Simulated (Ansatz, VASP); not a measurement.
**One calculation of CaO, two programs**

Contents of INCAR:

```
PREC = Accurate ; ENCUT = 520
EDIFF = 1E-6 ; ISMEAR = -1
SIGMA = 0.02 ; LREAL = False
LASPH = True ; NELM = 100
ALGO = Normal ; ISIF = 2
LWAVE = False ; LCHARG = False
GGA = PE ; IBRION = 2
NSW = 80 ; EDIFFG = -0.02
```

File KPOINTS:

```
Automatic mesh
0
Gamma
  9 9 9
```

POSCAR

```
CaO
1.0
    0.0000000000      2.4065000000      2.4065000000
    2.4065000000      0.0000000000      2.4065000000
    2.4065000000      2.4065000000      0.0000000000
Ca O
1 1
Direct
    0.0000000000      0.0000000000      0.0000000000
    0.5000000000      0.5000000000      0.5000000000
```

Input for Ansatz:

```yaml
crystal:
  lattice:
    - [0.0, 2.4065, 2.4065]
    - [2.4065, 0.0, 2.4065]
    - [2.4065, 2.4065, 0.0]
  atoms:
    - { symbol: Ca, position: [0.0, 0.0, 0.0] }
    - { symbol: O, position: [0.5, 0.5, 0.5] }
kpoints:
  mp_grid: { grid: [9, 9, 9] }
scf:
  occupations: { method: fermi_dirac, width: 0.02 }
hamiltonian:
  xc: pbe
  pseudopotentials: { kind: paw }
output:
  forces: true
  stress: true
  populations: true
  efg:
    quadrupole_moments_barn: { Ca: -0.0408, O: -0.02558 }
    contact_densities: true
relax:
  f_tol: 0.02
  max_steps: 60
```

Alike in both runs: task relaxation of the atoms; functional PBE; k mesh 9 × 9 × 9; occupations fermi-dirac, width 0.02 eV; no spin polarisation.

|  | VASP | Ansatz |
| --- | --- | --- |
| version | VASP 6.6.1 | Ansatz 0.2.0 |
| potentials or method | VASP PAW PBE potentials, release 64 (Ca_sv, O) | plane-wave PAW, scalar-relativistic |
| plane-wave cutoff (eV) | 520 | 420 |
| valence electrons in the cell | 16 | 16 |

VASP gave:

* gap on the k mesh at the Fermi level, each at its own relaxed structure (eV): 3.69

**Question.** What did Ansatz give for the same quantities?

**Answer.** gap on the k mesh at the Fermi level, each at its own relaxed structure (eV): 3.71.

Ansatz's warnings: stress scf threshold loose.

Noted on VASP's run: the relaxation stopped at its first step, so nothing moved.
